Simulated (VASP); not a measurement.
Here is a VASP 6.6.1 calculation.

INCAR

```
SYSTEM = Cs2KCrTe6
PREC = Accurate ; ENCUT = 520
EDIFF = 1E-7 ; ISMEAR = 1
SIGMA = 0.01 ; LREAL = .False.
LASPH = .True. ; NELM = 150
ALGO = Normal ; ISIF = 2
LWAVE = .False. ; LCHARG = .False.
LMAXMIX = 4 ; LDAU = .True.
LDAUTYPE = 2 ; LDAUL = -1 2 -1 -1
LDAUU = 0 4 0 0 ; LDAUJ = 0 0 0 0
LDAUPRINT = 1 ; GGA = CA
NBANDS = 48
```

Contents of KPOINTS:

```
regular mesh
0
Gamma
  3 3 3
  0 0 0
```

Contents of POSCAR:

```
Cs2KCrTe6
1.0
    0.0000000000      5.3562760000      5.3562760000
    5.3562760000      0.0000000000      5.3562760000
    5.3562760000      5.3562760000      0.0000000000
K Cr Te Cs
1 1 6 2
Direct
    0.5000000000      0.5000000000      0.5000000000
    0.0000000000      0.0000000000      0.0000000000
    0.7850000000      0.2150000000      0.2150000000
    0.2150000000      0.7850000000      0.2150000000
    0.2150000000      0.7850000000      0.7850000000
    0.7850000000      0.2150000000      0.7850000000
    0.2150000000      0.2150000000      0.7850000000
    0.7850000000      0.7850000000      0.2150000000
    0.2500000000      0.2500000000      0.2500000000
    0.7500000000      0.7500000000      0.7500000000
```

Potentials or basis: VASP PAW LDA potentials, release 64 (K_sv, Cr_pv, Te, Cs_sv).

Launch:

```console
$ cat potpaw_LDA.64/K_sv/POTCAR potpaw_LDA.64/Cr_pv/POTCAR potpaw_LDA.64/Te/POTCAR potpaw_LDA.64/Cs_sv/POTCAR > POTCAR
$ mpirun -np 1 vasp_std > vasp.out
```

(1) What does it give for the largest force?

(2) What does it give for the pressure?

## Answers

(1) 3.981 eV/Å.

(2) 11.1 GPa.

Caveat: the cell stands under pressure; the run has no spin polarisation, though such a crystal can be magnetic; U without spin polarisation on a metal has little footing; the U is typed as a test and isn't derived for this compound; forces of over 1 eV/Å act on the atoms, so gaps and moduli don't describe the material at rest.
